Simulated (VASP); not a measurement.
# Se (R-3) in VASP: a series of runs, part 2 of 3

VASP 6.6.1. Earlier steps stand in the parts before.

## 3. Single point, PBE (strain -2.8%)

The input, INCAR:

```
PREC     = Accurate       # precision mode
ENCUT    = 520            # plane-wave cutoff, eV
EDIFF    = 1E-6           # SCF threshold, eV
ISMEAR   = -1             # smearing method
SIGMA    = 0.02           # smearing width, eV
LREAL    = False          # projectors in reciprocal space
LASPH    = True           # aspherical terms in the spheres
NELM     = 60             # most SCF steps
ALGO     = Normal         # electronic algorithm
ISIF     = 2              # what is computed and relaxed
LWAVE    = False          # write WAVECAR
LCHARG   = False          # write CHGCAR
GGA      = PE             # functional
NBANDS   = 27             # bands
```

The input, KPOINTS:

```
regular mesh
0
Gamma
  6 6 6
```

The input, POSCAR:

```
Se
1.0
    5.4661319556      3.1558727560      1.4465582798
   -5.4661319556      3.1558727560      1.4465582798
    0.0000000000     -6.3117455120      1.4465582797
Se
6
Direct
    0.8305588855      0.7028741602      0.0804983117
    0.7028741602      0.0804983117      0.8305588855
    0.0804983117      0.8305588855      0.7028741602
    0.1694411145      0.2971258398      0.9195016883
    0.2971258398      0.9195016883      0.1694411145
    0.9195016883      0.1694411145      0.2971258398
```

Potentials or basis: VASP PAW PBE potentials, release 64 (Se).

On the command line:

```
> cat potpaw_PBE.64/Se/POTCAR > POTCAR
> mpirun -np 1 vasp_std > vasp.out
```

OUTCAR:

```text
PREC = Accurate
   ENCUT = 520
   EDIFF = 1E-6
   ISMEAR = -1
   LREAL = False
   LASPH = True
   NELM = 60
   ISIF = 2
   GGA = PE

 ion  position               nearest neighbor table
   1  0.831  0.703  0.080-   6 2.38   5 2.38
   2  0.703  0.080  0.831-   6 2.38   4 2.38
   3  0.080  0.831  0.703-   5 2.38   4 2.38
   4  0.169  0.297  0.920-   3 2.38   2 2.38
   5  0.297  0.920  0.169-   3 2.38   1 2.38
   6  0.920  0.169  0.297-   2 2.38   1 2.38

  LATTYP: Found a trigonal (rhomboedric) cell.
 ALAT       =     6.4753889663
 COS(alpha) =    -0.4251431741

  Lattice vectors:

 A1 = (   5.4661319556,   3.1558727560,   1.4465582798)
 A2 = (  -5.4661319556,   3.1558727560,   1.4465582798)
 A3 = (   0.0000000000,  -6.3117455120,   1.4465582797)

Analysis of symmetry for initial positions (statically):
=====================================================================
 Subroutine PRICEL returns:
 Original cell was already a primitive cell.

 Routine SETGRP: Setting up the symmetry group for a
 trigonal (rhombohedral) supercell.

 Subroutine GETGRP returns: Found  6 space group operations
 (whereof  6 operations were pure point group operations)
 out of a pool of 12 trial point group operations.

The static configuration has the point symmetry S_6 .

Analysis of symmetry for dynamics (positions and initial velocities):
=====================================================================
 Subroutine PRICEL returns:
 Original cell was already a primitive cell.

 Routine SETGRP: Setting up the symmetry group for a
 trigonal (rhombohedral) supercell.

 Subroutine GETGRP returns: Found  6 space group operations
 (whereof  6 operations were pure point group operations)
 out of a pool of 12 trial point group operations.

[... 120 lines left out ...]
   NUPDOWN=      -1.0000    fix difference up-down
   EMIN   =  10.00;   EMAX   =-10.00  energy-range for DOS
   EFERMI =   0.00;   METHOD = LEGACY
   ISMEAR =    -1;   SIGMA  =   0.02  broadening in eV -4-tet -1-fermi 0-gaus
   EFERMI_NEDOS =   21; number of points for ismear=-14 and -15
   IALGO  =     38    algorithm
   IMIX   =      4    mixing-type and parameters
     AMIX     =   0.40;   BMIX     =  1.00
     AMIX_MAG =   1.60;   BMIX_MAG =  1.00
  volume/ion in A,a.u.               =      24.95       168.40
  Fermi-wavevector in a.u.,A,eV,Ry     =   1.017998  1.923736 14.099976  1.036319
  Thomas-Fermi vector in A             =   2.151430
   LORBIT       =      0    0 simple, 1 ext, 2 COOP (PROOUT), +10 PAW based schemes
   GGA     = PE    functional components
   LHFCALC =     F    Hartree Fock is set to
   AEXX    =    0.0000 exact exchange contribution
   IVDW    =     0    specifies the selected vdW correction
   LEPSILON=     F    determine dielectric tensor
   LRPA    =     F    only Hartree local field effects (RPA)
 non-spin polarized calculation
  energy-cutoff  :      520.00
  volume of cell :      149.72
 maximum number of plane-waves:      4053
   NGX = 25   NGY = 25   NGZ = 25

 number of electron      36.0000000 magnetization

 Free energy of the ion-electron system (eV)
  ---------------------------------------------------
  ext. energy  EPLUGINS =         0.00000000
  ---------------------------------------------------
  free energy    TOTEN  =       -20.59385738 eV

  energy without entropy =      -20.59385738  energy(sigma->0) =      -20.59385738

 E-fermi :   3.5315     XC(G=0):  -9.2916

 val. band max:        3.1112500333   @ k =  -0.1667   0.5000   0.1667
 cond. band min:       4.3468633659   @ k =  -0.1667   0.1667   0.1667
 fundamental gap:      1.2356133326
 Fermi energy:         3.5315389700

 k-point     1 :       0.0000    0.0000    0.0000
  band No.  band energies     occupation
      1     -12.7621      2.00000
      2     -10.6952      2.00000
      3     -10.6952      2.00000
      4      -8.7315      2.00000
      5      -8.7315      2.00000
      6      -7.3523      2.00000
[... 709 lines left out ...]
     26       8.9310      0.00000
     27       9.7088      0.00000

 [... further k-points ...]
[... 5 lines left out ...]
  --------------------------------------------------------------------------------------
  -------------------------------------------------------------------------------------
  Total        4.3257902      4.3257902      3.5185865     -0.0000007      0.0000000      0.0000000
  in kB       46.2902206     46.2902206     37.6523454     -0.0000077      0.0000000      0.0000000
  external PRESSURE =      43.4109289 kB  Pullay stress =       0.0000000 kB

 VOLUME and BASIS-vectors are now :
 -----------------------------------------------------------------------------
  energy-cutoff  :      520.00
  volume of cell :      149.72
      direct lattice vectors                 reciprocal lattice vectors
     5.466131956  3.155872756  1.446558280     0.091472362  0.052811593  0.230432011
    -5.466131956  3.155872756  1.446558280    -0.091472362  0.052811593  0.230432011
     0.000000000 -6.311745512  1.446558280     0.000000000 -0.105623185  0.230432011

 POSITION                                       TOTAL-FORCE (eV/Angst)
 -----------------------------------------------------------------------------------
      0.69794      4.33123      2.33465         0.121847     -0.281656     -0.249668
      3.40199     -2.77005      2.33465        -0.304844      0.035306     -0.249668
     -4.09993     -1.56118      2.33465         0.182998      0.246350     -0.249668
     -0.69794     -4.33123      2.00503        -0.121847      0.281656      0.249668
     -3.40199      2.77005      2.00503         0.304844     -0.035306      0.249668
      4.09993      1.56118      2.00503        -0.182998     -0.246350      0.249668
 -----------------------------------------------------------------------------------
    total drift:                               -0.000000     -0.000000     -0.000000

  FREE ENERGIE OF THE ION-ELECTRON SYSTEM (eV)
  ---------------------------------------------------
  free  energy   TOTEN  =       -20.5938573798 eV

  energy  without entropy=      -20.5938573798  energy(sigma->0) =      -20.59385738
```

OSZICAR:

```text
N       E                     dE             d eps       ncg     rms          rms(c)
DAV:   1     0.195110621890E+03    0.19511E+03   -0.14900E+04  2160   0.113E+03
DAV:   2    -0.469392189457E+01   -0.19980E+03   -0.19263E+03  2830   0.191E+02
DAV:   3    -0.205959920901E+02   -0.15902E+02   -0.15761E+02  2814   0.580E+01
DAV:   4    -0.207808955245E+02   -0.18490E+00   -0.18447E+00  2484   0.708E+00
DAV:   5    -0.207824766086E+02   -0.15811E-02   -0.15808E-02  2612   0.685E-01    0.101E+01
DAV:   6    -0.206465413139E+02    0.13594E+00   -0.81378E-02  2448   0.141E+00    0.616E+00
DAV:   7    -0.205946306130E+02    0.51911E-01   -0.17243E-01  2415   0.203E+00    0.280E-01
DAV:   8    -0.205936849626E+02    0.94565E-03   -0.16308E-02  2349   0.629E-01    0.125E-01
DAV:   9    -0.205938163577E+02   -0.13140E-03   -0.44042E-04  2708   0.107E-01    0.435E-02
DAV:  10    -0.205938533321E+02   -0.36974E-04   -0.58803E-05  2398   0.409E-02    0.977E-03
DAV:  11    -0.205938570450E+02   -0.37128E-05   -0.84176E-06  2526   0.147E-02    0.481E-03
DAV:  12    -0.205938573798E+02   -0.33489E-06   -0.11847E-06  1374   0.579E-03
   1 F= -.20593857E+02 E0= -.20593857E+02  d E =-.284175E-10
```

It took 4.9 min on 1 thread of AMD EPYC, shared host; peak memory 0.33 GiB.

Results:

```yaml
Free_energy: -20.5939 eV
Pressure: 4.3 GPa
Largest_force: 0.396 eV/Å
Band_gap_on_the_k_mesh: 1.24 eV (least direct gap 1.27 eV)
```

Forces in eV/Å, atoms in the order of the input:
```
Se   0.122 -0.282 -0.250
Se  -0.305  0.035 -0.250
Se   0.183  0.246 -0.250
Se  -0.122  0.282  0.250
Se   0.305 -0.035  0.250
Se  -0.183 -0.246  0.250
```

Levels at points of the mesh, in eV from the valence-band top:
```tsv
k point	band 15	band 16	band 17	band 18	band 19	band 20	band 21	band 22
(0.00, 0.00, 0.00)	-0.74	-0.74	-0.56	-0.56	2.06	2.06	2.70	2.84
(0.50, 0.00, 0.00)	-1.42	-0.75	-0.27	-0.04	1.77	1.81	2.90	2.92
(0.50, 0.50, 0.00)	-1.41	-1.24	-0.91	-0.08	1.50	1.64	2.20	3.20
(0.50, 0.50, 0.50)	-1.48	-1.29	-1.29	-0.06	1.57	1.57	1.64	3.77
```

Caveat: the cell differs from its parent crystal (strain -2.8%); the cell stands under pressure; this functional lacks dispersion, which holds the molecules together, so the pressure and a relaxed volume are unreliable. A k mesh can miss the band edges.

[end of part 2 of 3]
